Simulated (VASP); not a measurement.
A run of VASP 6.6.1 is set up as follows.

The input INCAR:

```
PREC = Accurate
ENCUT = 520
EDIFF = 1E-6
ISMEAR = 0
SIGMA = 0.05
LREAL = F
LASPH = T
NELM = 150
ALGO = Normal
ISIF = 2
LWAVE = F
LCHARG = T
ISPIN = 2
MAGMOM = 0.09 0.05
LORBIT = 11
LMAXMIX = 4
GGA = PE
LELF = T
LVHAR = T
NBANDS = 20
```

Contents of KPOINTS:

```
regular mesh
0
Gamma
  7 7 7
```

File POSCAR:

```
CuO
1.0
    0.0000000000      2.3272527300      2.3272527300
    2.3272527300      0.0000000000      2.3272527300
    2.3272527300      2.3272527300      0.0000000000
Cu O
1 1
Direct
    0.0000000000      0.0000000000      0.0000000000
    0.2500000000      0.2500000000      0.2500000000
```

Potentials or basis: VASP PAW PBE potentials, release 64 (Cu, O).

Command:

```sh
$ cat potpaw_PBE.64/Cu/POTCAR potpaw_PBE.64/O/POTCAR > POTCAR
$ mpirun -np 1 vasp_std > vasp.out
```

(1) Estimate the net moment.

(2) Predict the site moments.

(3) Estimate the pressure.

Answers

(1) 0.13 μB per cell.

(2) Cu +0.08; O +0.04 μB.

(3) -9.3 GPa.
